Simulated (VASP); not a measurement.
**PbSe: single point with PBE**

Crystal: PbSe.

```xyz
2
Lattice="3.7789 0.0000 0.0000 0.0000 3.7789 0.0000 0.0000 0.0000 3.7789" Properties=species:S:1:pos:R:3 pbc="T T T"
Pb    0.0000    0.0000    0.0000
Se    1.8894    1.8894    1.8894
```

| Quantity | Value |
| --- | --- |
| Program | VASP 6.6.1 |
| Task | single point |
| Functional | PBE |
| Potentials or basis | VASP PAW PBE potentials, release 64 (Pb_d, Se) |
| Cutoff | 520 eV |
| k mesh | 10 × 10 × 10 |
| Occupations | gaussian, width 0.05 eV |
| Spin | no spin polarisation |

The pressure is 0.1 GPa and the band gap on the k mesh is zero (bands 10 and 11 overlap by 0.65 eV).

Levels at points of the mesh, in eV from the Fermi level:
| k point | band 8 | band 9 | band 10 | band 11 | band 12 | band 13 |
| --- | --- | --- | --- | --- | --- | --- |
| (0.00, 0.00, 0.00) | -1.49 | -1.49 | -1.49 | 5.13 | 5.13 | 6.09 |
| (0.50, 0.00, 0.00) | -0.26 | -0.26 | -0.26 | 0.11 | 3.41 | 3.41 |
| (0.50, 0.50, 0.00) | -4.35 | -4.35 | 0.00 | 4.14 | 4.14 | 5.01 |
| (0.50, 0.50, 0.50) | -2.34 | -2.34 | -2.34 | -0.60 | -0.60 | -0.60 |

Wall time 57 s on 1 thread of Intel Xeon 8259CL (shared host), peak memory 0.19 GiB.

Caveat: semilocal functionals underestimate gaps, so a narrow gap can read as zero; spin-orbit coupling is left out, which moves the levels of the heavy elements.
